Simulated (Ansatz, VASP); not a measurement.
**Mg7Se: VASP beside Ansatz**

```xyz
8
Lattice="6.1605 0.0000 0.0000 -3.0803 5.3352 0.0000 0.0000 0.0000 5.4476" Properties=species:S:1:pos:R:3 pbc="T T T"
Mg    3.0803    0.0140    0.0000
Mg    1.5483    4.4507    2.7238
Mg    3.0803    1.7784    2.7238
Mg   -1.5483    4.4507    2.7238
Mg   -1.5523    2.6606    0.0000
Mg    1.5523    2.6606    0.0000
Mg    0.0000    1.7690    2.7238
Se    0.0000    0.0000    0.0000
```

Alike in both runs: functional PBE; k mesh 3 × 3 × 4; occupations gaussian, width 0.2 eV; no spin polarisation.

Ansatz relaxed the structure, and its values are those at the end. VASP's run is a single point on that final structure, the one shown.

```csv
,VASP,Ansatz
version,VASP 6.6.1,Ansatz 0.2.0
potentials or method,"VASP PAW PBE potentials, release 64 (Mg, Se), cutoff 520 eV","scalar-relativistic, plane waves, PAW"
valence electrons in the cell,20,86
```

|  | VASP | Ansatz | Ansatz less VASP |
| --- | --- | --- | --- |
| gap on the k mesh at the Fermi level (eV) | none | none | - |
| pressure (GPa) | -0.1 | 0.1 | +0.12 |

A gap of «none» marks a metal or a gap that the smearing closes. VASP's potentials hold 20 valence electrons a cell and Ansatz's 86, so a difference there can come from the potentials and not from the codes.

The k mesh is coarse, so the values compare programs but aren't converged.
